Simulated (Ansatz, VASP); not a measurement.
## Cs: VASP beside Ansatz

```
CELL_PARAMETERS angstrom
-4.72584 4.72584 2.55534
4.72584 -4.72584 2.55534
4.72584 4.72584 -2.55534
ATOMIC_POSITIONS crystal
Cs 0.00000 0.00000 0.00000
Cs 0.75000 0.25000 0.50000
```

Alike in both runs: functional PBEsol; k mesh 12 × 12 × 12; occupations gaussian, width 0.1 eV; no spin polarisation.

Ansatz relaxed the structure, and its values are those at the end. VASP's run is a single point on that final structure, the one shown.

|  | VASP | Ansatz |
| --- | --- | --- |
| version | VASP 6.6.1 | Ansatz 0.2.0 |
| potentials or method | VASP PAW PBE potentials, release 64 (Cs_sv), cutoff 520 eV | scalar-relativistic, plane waves, PAW |
| valence electrons in the cell | 18 | 18 |

|  | VASP | Ansatz | Ansatz less VASP |
| --- | --- | --- | --- |
| gap on the k mesh at the Fermi level (eV) | none | none | - |
| pressure (GPa) | 0.0 | 0.0 | +0.01 |

VASP's potentials were made for PBE, not for PBEsol. A gap of «none» marks a metal or a gap that the smearing closes. With one functional, cell and mesh, what is left measures potentials, basis and numerics.

Spin-orbit coupling is off throughout.
